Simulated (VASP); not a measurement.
Write the native input for VASP 6.6.1 that does the following.

- Task: single point
- Functional: PBEsol
- Potentials or basis: VASP PAW PBE potentials, release 64 (Ba_sv, S)
- Cutoff: 500 eV
- k mesh: 4 × 4 × 4
- Occupations: gaussian, width 0.5 eV
- Spin: no spin polarisation
- Dipole correction: no
- Further INCAR settings: ALGO = Normal; EDIFF = 1e-06; NBANDS = 15

The structure of BaS lies in POSCAR:

```
BaS
1.0
    0.0000000000      3.5194117709      3.5194117709
    3.5194117709      0.0000000000      3.5194117709
    3.5194117709      3.5194117709      0.0000000000
Ba S
1 1
Direct
    0.0000000000      0.0000000000      0.0000000000
    0.2500000000      0.2500000000      0.2500000000
```

The input as run:

INCAR

```
ALGO = Normal
EDIFF = 1E-6
ENCUT = 500
GGA = PS
GGA_COMPAT = False
ISIF = 2
ISMEAR = 0
LASPH = True
LCHARG = True
LELF = True
LREAL = False
LVHAR = True
LWAVE = False
NBANDS = 15
NELM = 120
PREC = Accurate
SIGMA = 0.5
```

KPOINTS

```
k-points
0
Gamma
  4 4 4
```

Potentials or basis: VASP PAW PBE potentials, release 64 (Ba_sv, S).

Run with:

```console
$ cat potpaw_PBE.64/Ba_sv/POTCAR potpaw_PBE.64/S/POTCAR > POTCAR
$ mpirun -np 1 vasp_std > vasp.out
```

Results of the run:

| Quantity | Value |
| --- | --- |
| Pressure | -0.8 GPa |
| Band gap on the k mesh | 2.63 eV (least direct gap 3.32 eV) |

Caveat: the PAW data sets were made with another functional, which shifts forces and pressure a little; spin-orbit coupling is left out, which moves the levels of the heavy elements.

Run time: 8.6 s on 1 thread of AMD EPYC 9R45 96-Core Processor (Zen 5), with other jobs on the host, peak memory 0.17 GiB.
